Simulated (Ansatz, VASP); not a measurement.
One calculation of GaN, two programs

```
Ga N
1.0
     3.21740    0.00000    0.00000
    -1.60870    2.78635    0.00000
     0.00000    0.00000    5.23941
Ga N
2 2
Direct
  0.66667 0.33333 0.49912
  0.33333 0.66667 0.99912
  0.66667 0.33333 0.87588
  0.33333 0.66667 0.37588
```

Alike in both runs: functional PBE; k mesh 6 × 6 × 4; occupations gaussian, width 0.1 eV; no spin polarisation.

Ansatz relaxed the structure, and its values are those at the end. VASP's run is a single point on that final structure, the one shown.

```csv
,VASP,Ansatz
version,VASP 6.6.1,Ansatz 0.2.0
potentials or method,"VASP PAW PBE potentials, release 64 (Ga_d, N), cutoff 600 eV","scalar-relativistic, plane waves, PAW"
valence electrons in the cell,36,36
```

Ansatz gave:

| Quantity | Value |
| --- | --- |
| gap on the k mesh at the Fermi level (eV) | 1.72 |
| least direct gap on the mesh (eV) | 1.72 |
| pressure (GPa) | 0.2 |

Problem. Which values does VASP return?

Solution. gap on the k mesh at the Fermi level (eV): 1.73; least direct gap on the mesh (eV): 1.73; pressure (GPa): 0.2.

Ansatz's warnings: structure snapped to symmetry.
